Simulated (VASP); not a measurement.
# KI (I4/mmm) in VASP: single point with r2SCAN

Aim: the single point of KI with r2SCAN.

All numbers are computed with VASP 6.6.1; they aren't measurements. Logs are shortened: lines on timing, memory, paths and dates and some standing lists are left out, and cuts for length are marked.

## Step 1: The cell of the first run

It takes space group I4/mmm (No. 139, tetragonal). Conventional cell: a = 5.013 Å, b = 5.013 Å, c = 7.475 Å, α = 90.00°, β = 90.00°, γ = 90.00°. K (site symmetry 4/mmm) has 6 I at 3.54 to 3.74 Å within 4.7 Å. I (site symmetry 4/mmm) has 6 K at 3.54 to 3.74 Å within 4.7 Å.

## Step 2: Single point, r2SCAN (uniaxial x strain +5.5%)

Contents of POSCAR:

```
KI
1.0
    0.0000000000      3.5445661365      3.5445661365
    3.7377449909      0.0000000000      3.5445661365
    3.7377449909      3.5445661365      0.0000000000
K I
1 1
Direct
    0.0000000000      0.0000000000      0.0000000000
    0.5000000000      0.5000000000      0.5000000000
```

Contents of INCAR.step1:

```
ALGO     = Normal         # electronic algorithm
EDIFF    = 1E-4           # SCF threshold, eV
ENCUT    = 520            # plane-wave cutoff, eV
GGA      = PE             # functional
ISMEAR   = 0              # smearing method
LASPH    = True           # aspherical terms in the spheres
LCHARG   = False          # write CHGCAR
LREAL    = False          # projectors in reciprocal space
LWAVE    = True           # write WAVECAR
NBANDS   = 15             # bands
NELM     = 80             # most SCF steps
PREC     = Accurate       # precision mode
SIGMA    = 0.01           # smearing width, eV
```

Contents of INCAR.step2:

```
ALGO     = Normal         # electronic algorithm
EDIFF    = 1E-6           # SCF threshold, eV
ENCUT    = 520            # plane-wave cutoff, eV
ISIF     = 2              # what is computed and relaxed
ISMEAR   = 0              # smearing method
ISTART   = 1            
LASPH    = True           # aspherical terms in the spheres
LCHARG   = False          # write CHGCAR
LMIXTAU  = True         
LREAL    = False          # projectors in reciprocal space
LWAVE    = False          # write WAVECAR
METAGGA  = R2SCAN         # meta-GGA
NBANDS   = 15             # bands
NELM     = 80             # most SCF steps
PREC     = Accurate       # precision mode
SIGMA    = 0.01           # smearing width, eV
```

Contents of KPOINTS:

```
k-points
0
Gamma
  6 6 6
```

Potentials or basis: VASP PAW PBE potentials, release 64 (K_sv, I).

Started as:

```console
$ cat potpaw_PBE.64/K_sv/POTCAR potpaw_PBE.64/I/POTCAR > POTCAR
$ cp INCAR.step1 INCAR
$ mpirun -np 1 vasp_std > vasp.out
$ cp INCAR.step2 INCAR
$ mpirun -np 1 vasp_std > vasp.out
```

OUTCAR:

```text
EDIFF = 1E-6
   ENCUT = 520
   ISIF = 2
   ISMEAR = 0
   ISTART = 1
   LASPH = True
   LREAL = False
   METAGGA = R2SCAN
   NELM = 80
   PREC = Accurate

 ion  position               nearest neighbor table
   1  0.000  0.000  0.000-   2 3.54   2 3.54   2 3.54   2 3.54
   2  0.500  0.500  0.500-   1 3.54   1 3.54   1 3.54   1 3.54

  LATTYP: Found a body centered tetragonal cell.
 ALAT       =     5.0127735030
 C/A-ratio  =     1.4912882015

  Lattice vectors:

 A1 = (   3.7377449909,   0.0000000000,   3.5445661365)
 A2 = (   3.7377449909,   0.0000000000,  -3.5445661365)
 A3 = (  -3.7377449909,   3.5445661365,   0.0000000000)

Analysis of symmetry for initial positions (statically):
=====================================================================
 Subroutine PRICEL returns:
 Original cell was already a primitive cell.

 Routine SETGRP: Setting up the symmetry group for a
 body centered tetragonal supercell.

 Subroutine GETGRP returns: Found 16 space group operations
 (whereof 16 operations were pure point group operations)
 out of a pool of 16 trial point group operations.

The static configuration has the point symmetry D_4h.

Analysis of symmetry for dynamics (positions and initial velocities):
=====================================================================
 Subroutine PRICEL returns:
 Original cell was already a primitive cell.

 Routine SETGRP: Setting up the symmetry group for a
 body centered tetragonal supercell.

 Subroutine GETGRP returns: Found 16 space group operations
 (whereof 16 operations were pure point group operations)
 out of a pool of 16 trial point group operations.

The dynamic configuration has the point symmetry D_4h.

 Subroutine INISYM returns: Found 16 space group operations
 (whereof 16 operations are pure point group operations),
 and found     1 'primitive' translations

----------------------------------------------------------------------------------------

                                     Primitive cell

  volume of cell :      93.9217

  direct lattice vectors                    reciprocal lattice vectors
     0.000000000  3.544566136  3.544566136    -0.133770496  0.141060988  0.141060988
     3.737744991  0.000000000  3.544566136     0.133770496 -0.141060988  0.141060988
     3.737744991  3.544566136  0.000000000     0.133770496  0.141060988 -0.141060988

  length of vectors
     5.012773503  5.151183040  5.151183040     0.240189404  0.240189404  0.240189404

  position of ions in fractional coordinates (direct lattice)
     0.000000000  0.000000000  0.000000000
     0.500000000  0.500000000  0.500000000

  ion indices of the primitive-cell ions
   primitive index   ion index
                 1           1
                 2           2

----------------------------------------------------------------------------------------

 KPOINTS: k-points

Automatic generation of k-mesh.
 Grid dimensions read from file:
 generate k-points for:    6    6    6

 Generating k-lattice:

  Cartesian coordinates                     Fractional coordinates (reciprocal lattice)
    -0.022295083  0.023510165  0.023510165     0.166666667  0.000000000  0.000000000
     0.022295083 -0.023510165  0.023510165     0.000000000  0.166666667  0.000000000
     0.022295083  0.023510165 -0.023510165     0.000000000  0.000000000  0.166666667

  Length of vectors
     0.040031567  0.040031567  0.040031567

  Shift w.r.t. Gamma in fractional coordinates (k-lattice)
     0.000000000  0.000000000  0.000000000

 Subroutine IBZKPT returns following result:
 ===========================================

 Found     30 irreducible k-points:

 Following reciprocal coordinates:
            Coordinates               Weight
  0.000000  0.000000  0.000000      1.000000
  0.166667 -0.000000 -0.000000      8.000000
  0.333333  0.000000  0.000000      8.000000
  0.500000 -0.000000 -0.000000      4.000000
  0.166667  0.166667  0.000000      4.000000
  0.333333  0.166667  0.000000     16.000000
[... 16 lines left out ...]
 -0.333333  0.500000  0.166667      4.000000
  0.333333 -0.333333  0.166667      8.000000
 [... further k-points ...]
   k-points           NKPTS =     30   k-points in BZ     NKDIM =     30   number of bands    NBANDS=     15
   number of dos      NEDOS =    301   number of ions     NIONS =      2
   total plane-waves  NPLWV =  64000
   dimension x,y,z NGX =    40 NGY =   40 NGZ =   40
   dimension x,y,z NGXF=    80 NGYF=   80 NGZF=   80
   ions per type =               1   1
   NGX,Y,Z   is equivalent  to a cutoff of  13.27, 12.91, 12.91 a.u.
   NGXF,Y,Z  is equivalent  to a cutoff of  26.53, 25.82, 25.82 a.u.
 SYSTEM =  unknown system
   PREC   = accura    normal or accurate (medium, high low for compatibility)
   ISTART =      1    job   : 0-new  1-cont  2-samecut
   ICHARG =      0    charge: 1-file 2-atom 10-const
   ISPIN  =      1    spin polarized calculation?
   LNONCOLLINEAR =      F non collinear calculations
   LSORBIT =      F    spin-orbit coupling
   LASPH  =      T    aspherical Exc in radial PAW
   ENCUT  =  520.0 eV  38.22 Ry    6.18 a.u.   9.32  9.58  9.58*2*pi/ulx,y,z
   NELM   =     80;   NELMIN=  2; NELMDL=  0     # of ELM steps
   EDIFF  = 0.1E-05   stopping-criterion for ELM
   LREAL  =      F    real-space projection
   EDIFFG = 0.1E-04   stopping-criterion for IOM
   NSW    =      0    number of steps for IOM
   IBRION =     -1    ionic relax: 0-MD 1-quasi-New 2-CG
   NFREE  =      0    steps in history (QN), initial steepest desc. (CG)
   ISIF   =      2    stress and relaxation
   ISYM   =      2    0-nonsym 1-usesym 2-fastsym
   POTIM  = 0.5000    time-step for ionic-motion
   TEBEG  =    0.0;   TEEND  =   0.0 temperature during run
   PSTRESS=    0.0 pullay stress
   NELECT =      16.0000    total number of electrons
   NUPDOWN=      -1.0000    fix difference up-down
   EMIN   =  10.00;   EMAX   =-10.00  energy-range for DOS
   EFERMI =   0.00;   METHOD = LEGACY
   ISMEAR =     0;   SIGMA  =   0.01  broadening in eV -4-tet -1-fermi 0-gaus
   EFERMI_NEDOS =   21; number of points for ismear=-14 and -15
   IALGO  =     38    algorithm
   IMIX   =      4    mixing-type and parameters
     AMIX     =   0.40;   BMIX     =  1.00
     AMIX_MAG =   1.60;   BMIX_MAG =  1.00
  volume/ion in A,a.u.               =      46.96       316.91
  Fermi-wavevector in a.u.,A,eV,Ry     =   0.907527  1.714977 11.205829  0.823605
  Thomas-Fermi vector in A             =   2.031345
   LORBIT       =      0    0 simple, 1 ext, 2 COOP (PROOUT), +10 PAW based schemes
   METAGGA = R2SCAN    functional components
   LHFCALC =     F    Hartree Fock is set to
   AEXX    =    0.0000 exact exchange contribution
   IVDW    =     0    specifies the selected vdW correction
   LEPSILON=     F    determine dielectric tensor
   LRPA    =     F    only Hartree local field effects (RPA)
 non-spin polarized calculation
 Gauss-broadening in eV      SIGMA  =   0.01
  energy-cutoff  :      520.00
  volume of cell :       93.92
 maximum number of plane-waves:      2554
 NGX is ok and might be reduce to    40
   NGX = 19   NGY = 19   NGZ = 19

 number of electron      16.0000002 magnetization

 Free energy of the ion-electron system (eV)
  ---------------------------------------------------
  ext. energy  EPLUGINS =         0.00000000
  ---------------------------------------------------
  free energy    TOTEN  =       -33.96582782 eV

  energy without entropy =      -33.96582782  energy(sigma->0) =      -33.96582782

 E-fermi :  -0.9943     XC(G=0):  -7.2530

 val. band max:       -1.0662761262   @ k =   0.0000   0.0000   0.0000
 cond. band min:       3.3806260576   @ k =   0.0000   0.0000   0.0000
 fundamental gap:      4.4469021838
 Fermi energy:        -0.9943220702

 k-point     1 :       0.0000    0.0000    0.0000
  band No.  band energies     occupation
      1     -30.8364      2.00000
      2     -13.5510      2.00000
      3     -13.5418      2.00000
      4     -13.5418      2.00000
      5     -11.7929      2.00000
      6      -1.0723      2.00000
      7      -1.0663      2.00000
      8      -1.0663      2.00000
      9       3.3806      0.00000
     10       5.8094      0.00000
     11       6.1130      0.00000
     12       6.1130      0.00000
     13       6.7242      0.00000
     14       6.9195      0.00000
     15       9.1163      0.00000

 k-point     2 :       0.1667   -0.0000   -0.0000
  band No.  band energies     occupation
      1     -30.8360      2.00000
      2     -13.5730      2.00000
      3     -13.5496      2.00000
      4     -13.5416      2.00000
      5     -11.7353      2.00000
      6      -1.4316      2.00000
      7      -1.1498      2.00000
      8      -1.1409      2.00000
      9       3.9589      0.00000
     10       5.8628      0.00000
     11       6.2224      0.00000
     12       6.3938      0.00000
     13       7.0179      0.00000
     14       7.2186      0.00000
     15      10.0173      0.00000

 k-point     3 :       0.3333    0.0000    0.0000
  band No.  band energies     occupation
      1     -30.8354      2.00000
      2     -13.6259      2.00000
      3     -13.5520      2.00000
      4     -13.5411      2.00000
      5     -11.6227      2.00000
      6      -2.0091      2.00000
      7      -1.2980      2.00000
      8      -1.2816      2.00000
      9       4.7161      0.00000
     10       6.3734      0.00000
     11       6.8761      0.00000
     12       7.0969      0.00000
     13       7.8305      0.00000
     14       7.9966      0.00000
     15       9.1250      0.00000

 k-point     4 :       0.5000   -0.0000   -0.0000
  band No.  band energies     occupation
      1     -30.8350      2.00000
      2     -13.6507      2.00000
      3     -13.5531      2.00000
      4     -13.5409      2.00000
      5     -11.5675      2.00000
      6      -2.2533      2.00000
      7      -1.3677      2.00000
      8      -1.3481      2.00000
      9       4.8796      0.00000
     10       7.0567      0.00000
     11       7.3992      0.00000
     12       7.7781      0.00000
     13       8.2459      0.00000
     14       8.2637      0.00000
     15       8.7413      0.00000
[... 307 lines left out ...]
 k-point    22 :       0.3333    0.5000    0.1667
  band No.  band energies     occupation
      1     -30.8348      2.00000
      2     -13.6023      2.00000
      3     -13.5590      2.00000
      4     -13.5546      2.00000
      5     -11.6263      2.00000
      6      -1.9519      2.00000
      7      -1.5187      2.00000
      8      -1.3769      2.00000
      9       5.2696      0.00000
     10       5.6259      0.00000
     11       6.7262      0.00000
     12       7.8631      0.00000
     13       8.0297      0.00000
     14       8.3072      0.00000
     15       9.3939      0.00000

 k-point    23 :      -0.3333    0.5000    0.1667
  band No.  band energies     occupation
      1     -30.8345      2.00000
      2     -13.5790      2.00000
      3     -13.5704      2.00000
      4     -13.5673      2.00000
      5     -11.6226      2.00000
      6      -1.8512      2.00000
      7      -1.6019      2.00000
      8      -1.5827      2.00000
      9       5.1055      0.00000
     10       5.8841      0.00000
     11       6.8951      0.00000
     12       7.8813      0.00000
     13       8.1891      0.00000
     14       8.9727      0.00000
     15       9.5231      0.00000

 k-point    24 :       0.3333   -0.3333    0.1667
  band No.  band energies     occupation
      1     -30.8346      2.00000
      2     -13.6006      2.00000
      3     -13.5613      2.00000
      4     -13.5577      2.00000
      5     -11.6172      2.00000
      6      -1.9310      2.00000
      7      -1.6578      2.00000
      8      -1.4344      2.00000
      9       5.5634      0.00000
     10       5.9603      0.00000
     11       6.4957      0.00000
     12       7.7315      0.00000
     13       8.1455      0.00000
     14       8.8065      0.00000
     15       9.2251      0.00000

 [... further k-points ...]
[... 5 lines left out ...]
  --------------------------------------------------------------------------------------
  -------------------------------------------------------------------------------------
  Total       -0.6612470     -0.0894341     -0.0894341      0.0000000      0.0000000     -0.0000000
  in kB      -11.2799830     -1.5256262     -1.5256262      0.0000000      0.0000000     -0.0000000
  external PRESSURE =      -4.7770784 kB  Pullay stress =       0.0000000 kB

 VOLUME and BASIS-vectors are now :
 -----------------------------------------------------------------------------
  energy-cutoff  :      520.00
  volume of cell :       93.92
      direct lattice vectors                 reciprocal lattice vectors
     0.000000000  3.544566136  3.544566136    -0.133770496  0.141060988  0.141060988
     3.737744991  0.000000000  3.544566136     0.133770496 -0.141060988  0.141060988
     3.737744991  3.544566136  0.000000000     0.133770496  0.141060988 -0.141060988

 POSITION                                       TOTAL-FORCE (eV/Angst)
 -----------------------------------------------------------------------------------
      0.00000      0.00000      0.00000         0.000000     -0.000000      0.000000
      3.73774      3.54457      3.54457         0.000000      0.000000     -0.000000
 -----------------------------------------------------------------------------------
    total drift:                                0.000000     -0.000000     -0.000000

  FREE ENERGIE OF THE ION-ELECTRON SYSTEM (eV)
  ---------------------------------------------------
  free  energy   TOTEN  =       -33.9658278248 eV

  energy  without entropy=      -33.9658278248  energy(sigma->0) =      -33.96582782
```

It took 2.1 min on 1 thread of AMD EPYC 9R45 (Zen 5), shared host; peak memory 0.24 GiB.

What came out:

| Property | Result |
| --- | --- |
| Free energy | -33.9658 eV |
| Pressure | -0.5 GPa |
| Band gap on the k mesh | 4.45 eV |

Levels at points of the mesh, in eV from the valence-band top:
```tsv
k point	band 6	band 7	band 8	band 9	band 10	band 11
(0.00, 0.00, 0.00)	-0.01	0.00	0.00	4.45	6.88	7.18
(0.50, 0.00, 0.00)	-1.19	-0.30	-0.28	5.95	8.12	8.47
(0.50, 0.50, 0.00)	-0.91	-0.40	-0.33	5.45	6.36	8.80
(0.00, 0.50, 0.50)	-0.95	-0.29	-0.29	5.50	6.36	8.70
```

Caveat: the cell differs from its parent crystal (uniaxial x strain +5.5%); the PAW data sets were made with another functional, which shifts forces and pressure a little; spin-orbit coupling is left out, which moves the levels of the heavy elements.
